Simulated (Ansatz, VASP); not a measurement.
**Two plane-wave programs on LiNbO3**

```
Li Nb O
1.0
     2.25081    1.29950    3.44827
    -2.25081    1.29950    3.44827
     0.00000   -2.59901    3.44827
Li Nb O
1 1 3
Direct
  0.00000 0.00000 0.00000
  0.50000 0.50000 0.50000
  0.50000 0.50000 0.00000
  0.00000 0.50000 0.50000
  0.50000 0.00000 0.50000
```

Alike in both runs: task single point; functional PBE; k mesh 6 × 6 × 6; occupations gaussian, width 0.1 eV; collinear spin.

```csv
,VASP,Ansatz
version,VASP 6.6.1,Ansatz 0.2.0
potentials or method,"VASP PAW PBE potentials, release 64 (Li_sv, Nb_sv, O), cutoff 520 eV","scalar-relativistic, plane waves, PAW"
valence electrons in the cell,34,34
```

```csv
,VASP,Ansatz,Ansatz less VASP
gap on the k mesh at the Fermi level (eV),none,none,-
net moment per atom (μB),0.20,0.20,-0.001
size of the moment on the site where the two differ most (μB),0.25,0.17,-0.086
```

Site moments also hang on the region over which each program counts them. A gap of «none» marks a metal or a gap that the smearing closes. The functional is the same, so the differences come from potentials, cutoffs and numerics. Ansatz's warnings: no starting moments.

Noted on VASP's run: the cutoff is short for stress, so the pressure is rough.
